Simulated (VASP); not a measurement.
# Hf (P6_3/mmc) in VASP: a series of runs, part 2 of 2

VASP 6.6.1.

## (3) Relaxation of cell and atoms, BLYP+D4

Contents of INCAR:

```
SYSTEM = Hf
  PREC = Accurate
  ENCUT = 600
  EDIFF = 1E-6
  ISMEAR = -1
  SIGMA = 0.05
  LREAL = .False.
  LASPH = .True.
  NELM = 80
  ALGO = Normal
  ISIF = 3
  LWAVE = .False.
  LCHARG = .False.
  GGA = B5
  ALDAX = 1.0
  AGGAX = 1.0
  AGGAC = 1.0
  ALDAC = 0.0
  IVDW = 13
  VDW_S6 = 1.0
  VDW_S8 = 2.34076671
  VDW_A1 = 0.44488865
  VDW_A2 = 4.0933009
  IBRION = 2
  NSW = 60
  EDIFFG = -0.01
```

Contents of KPOINTS:

```
Automatic mesh
0
Gamma
  10 10 5
  0 0 0
```

Contents of POSCAR:

```
Hf
1.0
    3.1967000000      0.0000000000      0.0000000000
   -1.5983500000      2.7684234083      0.0000000000
    0.0000000000      0.0000000000      5.0578000000
Hf
2
Direct
    0.6666666667      0.3333333333      0.7500000000
    0.3333333333      0.6666666667      0.2500000000
```

Potentials or basis: VASP PAW PBE potentials, release 64 (Hf_pv).

Started as:

```bash
$ cat potpaw_PBE.64/Hf_pv/POTCAR > POTCAR
$ mpirun -np 1 vasp_std > vasp.out
```

Wall time 2.7 min (1 thread of Intel Xeon Platinum 8488C (Sapphire Rapids), shared host); peak memory 0.2 GiB.

Results (log left out):

```
Free energy                            : -17.9860 eV
Relaxed volume                         : 22.51 Å³/atom
Relaxed cell                           : a = 3.205 Å, b = 3.205 Å, c = 5.061 Å, α = 90.00°, β = 90.00°, γ = 120.00°
Space group after relaxing (to 0.05 Å) : P6_3/mmc (No. 194)
Energy gained by relaxing              : 0.3 meV/atom
Ionic steps                            : 8
Pressure after relaxing                : 0.0 GPa
Band gap on the k mesh                 : zero (band 10 reaches 6.48 eV, above the bottom of band 11 at 5.06 eV)
Dispersion energy per atom             : -0.374 eV
```

Step by step:
```tsv
step	energy change (eV)	largest force (eV/Å)	pressure (GPa)	volume (Å³)
1	0.0000	0.0000	0.61	44.76
2	0.0001	0.0000	-0.71	45.32
3	-0.0005	0.0000	-0.02	45.03
4	-0.0005	0.0000	-0.06	45.02
5	-0.0004	0.0000	0.29	44.89
6	-0.0005	0.0000	0.03	45.01
7	-0.0005	0.0000	0.03	45.01
8	-0.0005	0.0000	0.01	45.01
```

Final structure:
```xyz
2
Lattice="3.2046 0.0000 0.0000 -1.6023 2.7753 0.0000 0.0000 0.0000 5.0611" Properties=species:S:1:pos:R:3 pbc="T T T"
Hf    1.6023    0.9251    3.7958
Hf    0.0000    1.8502    1.2653
```

Levels at points of the mesh, in eV from the Fermi level:
| k point | band 8 | band 9 | band 10 | band 11 | band 12 | band 13 |
| --- | --- | --- | --- | --- | --- | --- |
| (0.00, 0.00, 0.00) | -3.64 | 0.88 | 1.10 | 1.10 | 1.39 | 1.90 |
| (0.50, 0.00, 0.00) | -2.70 | -2.17 | -0.66 | 0.72 | 0.90 | 1.68 |

Caveat: the PAW data sets were made with another functional, which shifts forces and pressure a little; spin-orbit coupling is left out, which moves the levels of the heavy elements; pairwise dispersion overbinds metals, which lowers pressure and volume. Zero-point motion and thermal expansion aren't in these numbers.

## (4) Single point, PBE

Contents of INCAR:

```
SYSTEM = Hf
  PREC = Accurate
  ENCUT = 520
  EDIFF = 1E-6
  ISMEAR = -1
  SIGMA = 0.02
  LREAL = .False.
  LASPH = .True.
  NELM = 80
  ALGO = Fast
  ISIF = 2
  LWAVE = .False.
  LCHARG = .False.
  GGA = PE
  NBANDS = 17
```

Contents of KPOINTS:

```
regular mesh
0
Gamma
  4 4 2
  0 0 0
```

POSCAR is that of step 3.

Started as:

```bash
$ cat potpaw_PBE.64/Hf_pv/POTCAR > POTCAR
$ mpirun -np 1 vasp_std > vasp.out
```

Wall time 7.5 s (1 thread of Intel Xeon Platinum 8488C (Sapphire Rapids), shared host); peak memory 0.15 GiB.

It converged, with:

```yaml
Free_energy: -19.7774 eV
Pressure: -0.1 GPa
Band_gap_on_the_k_mesh: zero (band 10 reaches 6.11 eV, above the bottom of band 11 at 4.79 eV)
```

Stress tensor (GPa, compression positive):
```
 0.48  0.00  0.00
 0.00  0.48  0.00
 0.00  0.00 -1.11
```

Levels at points of the mesh, in eV from the Fermi level:
| k point | band 7 | band 8 | band 9 | band 10 | band 11 | band 12 | band 13 | band 14 |
| --- | --- | --- | --- | --- | --- | --- | --- | --- |
| (0.00, 0.00, 0.00) | -7.24 | -3.56 | 0.77 | 1.33 | 1.33 | 1.59 | 2.16 | 2.16 |
| (0.50, 0.00, 0.00) | -3.22 | -2.60 | -2.10 | -0.67 | 0.92 | 1.00 | 1.83 | 6.05 |
| (0.00, 0.00, 0.50) | -5.26 | -5.26 | 0.27 | 0.27 | 1.22 | 1.22 | 1.22 | 1.22 |
| (0.50, 0.00, 0.50) | -3.27 | -3.27 | -0.85 | -0.85 | 1.31 | 1.31 | 2.78 | 2.78 |

Caveat: the k points lie up to 0.62 Å⁻¹ apart; spin-orbit coupling is left out, which moves the levels of the heavy elements.

## (5) Single point, RPBE+D3(BJ)

This run uses another cell than the first one, of 18.11 Å³/atom, 0.809 times its volume.

Contents of INCAR:

```
SYSTEM = Hf
ALGO = Normal
EDIFF = 1E-6
ENCUT = 520
GGA = RP
ISIF = 2
ISMEAR = -1
IVDW = 12
LASPH = .True.
LCHARG = .False.
LREAL = .False.
LWAVE = .False.
NBANDS = 17
NELM = 80
PREC = Accurate
SIGMA = 0.05
```

Contents of KPOINTS:

```
k-points
0
Gamma
  10 10 5
  0 0 0
```

Contents of POSCAR:

```
Hf
1.0
    2.9672566590      0.0000000000      0.0000000000
   -1.4836283295      2.5697196462      0.0000000000
    0.0000000000      0.0000000000      4.7495569402
Hf
2
Direct
    0.6666666667      0.3333333333      0.7500000000
    0.3333333333      0.6666666667      0.2500000000
```

Potentials or basis: VASP PAW PBE potentials, release 64 (Hf_pv).

Started as:

```bash
$ cat potpaw_PBE.64/Hf_pv/POTCAR > POTCAR
$ mpirun -np 1 vasp_std > vasp.out
```

OUTCAR:

```text
SYSTEM = Hf
   EDIFF = 1E-6
   ENCUT = 520
   GGA = RP
   ISIF = 2
   ISMEAR = -1
   IVDW = 12
   LASPH = .True.
   LREAL = .False.
   NELM = 80
   PREC = Accurate
 IVDW          = 12

 ion  position               nearest neighbor table
   1  0.667  0.333  0.750-   2 2.93   2 2.93   2 2.93   2 2.93   2 2.93   2 2.93
   2  0.333  0.667  0.250-   1 2.93   1 2.93   1 2.93   1 2.93   1 2.93   1 2.93

  LATTYP: Found a hexagonal cell.
 ALAT       =     2.9672566590
 C/A-ratio  =     1.6006559209

  Lattice vectors:

 A1 = (   2.9672566590,   0.0000000000,   0.0000000000)
[... 669 lines left out ...]

 Edisp (eV)   -8.66056

 E8    (eV) :    -6.6059

  FORCE on cell =-STRESS in cart. coord.  units (eV):
  Direction    XX          YY          ZZ          XY          YZ          ZX
  --------------------------------------------------------------------------------------
  -------------------------------------------------------------------------------------
  Total      -0.13177    -0.13177    -0.17122     0.00000     0.00000     0.00000
  in kB      -5.82948    -5.82948    -7.57487     0.00000     0.00000     0.00000
  external pressure =       -6.41 kB  Pullay stress =        0.00 kB

 VOLUME and BASIS-vectors are now :
 -----------------------------------------------------------------------------
  energy-cutoff  :      520.00
  volume of cell :       36.22
      direct lattice vectors                 reciprocal lattice vectors
     2.967256659  0.000000000  0.000000000     0.337011629  0.194573755  0.000000000
    -1.483628329  2.569719646  0.000000000     0.000000000  0.389147509  0.000000000
     0.000000000  0.000000000  4.749556940     0.000000000  0.000000000  0.210545955

 POSITION                                       TOTAL-FORCE (eV/Angst)
 -----------------------------------------------------------------------------------
      1.48363      0.85657      3.56217         0.000000     -0.000000      0.000000
     -0.00000      1.71315      1.18739        -0.000000      0.000000      0.000000
 -----------------------------------------------------------------------------------
    total drift:                               -0.000000      0.000000     -0.000000

  FREE ENERGIE OF THE ION-ELECTRON SYSTEM (eV)
  ---------------------------------------------------
  free  energy   TOTEN  =       -26.7275073872 eV

  energy  without entropy=      -26.7188260212  energy(sigma->0) =      -26.72316670
```

Run time: 18 s. Hardware: 1 thread of Intel Xeon Platinum 8488C (Sapphire Rapids), shared host; peak memory 0.17 GiB.

What came out:

| Item | Value |
| --- | --- |
| Free energy | -26.7275 eV |
| Pressure | -0.6 GPa |
| Band gap on the k mesh | zero (band 10 reaches 7.83 eV, above the bottom of band 11 at 6.21 eV) |
| Dispersion energy per atom | -4.330 eV |

Levels at points of the mesh, in eV from the Fermi level:
```
           k point  band 7  band 8  band 9  band 10  band 11  band 12  band 13  band 14
(0.00, 0.00, 0.00)   -8.04   -4.44    1.23     1.23     1.43     1.48     2.28     2.28
(0.50, 0.00, 0.00)   -3.70   -3.64   -3.00    -0.24     0.81     1.12     2.08     7.53
```

Caveat: the PAW data sets were made with another functional, which shifts forces and pressure a little; spin-orbit coupling is left out, which moves the levels of the heavy elements; pairwise dispersion overbinds metals, which lowers pressure and volume.

## (6) Summary

```tsv
task	level	cell	k mesh	cutoff (eV)	smearing	gap on the mesh (eV)	pressure (GPa)
single point	PBE	a = 3.197, b = 3.197, c = 5.058 Å, angles 90.0, 90.0, 120.0°, 2 atoms	10 × 10 × 5	520	gaussian 0.027 eV	none	0.2
relaxation of cell and atoms	BLYP+D4	relaxed from a = 3.197, b = 3.197, c = 5.058 Å, angles 90.0, 90.0, 120.0°, 2 atoms	10 × 10 × 5	600	fermi-dirac 0.05 eV	none	0.0
single point	PBE	a = 3.197, b = 3.197, c = 5.058 Å, angles 90.0, 90.0, 120.0°, 2 atoms	4 × 4 × 2	520	fermi-dirac 0.02 eV	none	-0.1
single point	RPBE+D3(BJ)	a = 2.967, b = 2.967, c = 4.750 Å, angles 90.0, 90.0, 120.0°, 2 atoms	10 × 10 × 5	520	fermi-dirac 0.05 eV	none	-0.6
```

Alike in all rows: potentials or basis VASP PAW PBE potentials, release 64 (Hf_pv); no spin polarisation.

Caveats: some runs use coarse meshes; spin-orbit coupling is left out, which moves the levels of the heavy elements; the PAW data sets were made with another functional, which shifts forces and pressure a little (some runs); pairwise dispersion overbinds metals, which lowers pressure and volume (some runs).

Total energies depend on the potentials used, so only differences within one code and one set of settings carry meaning.
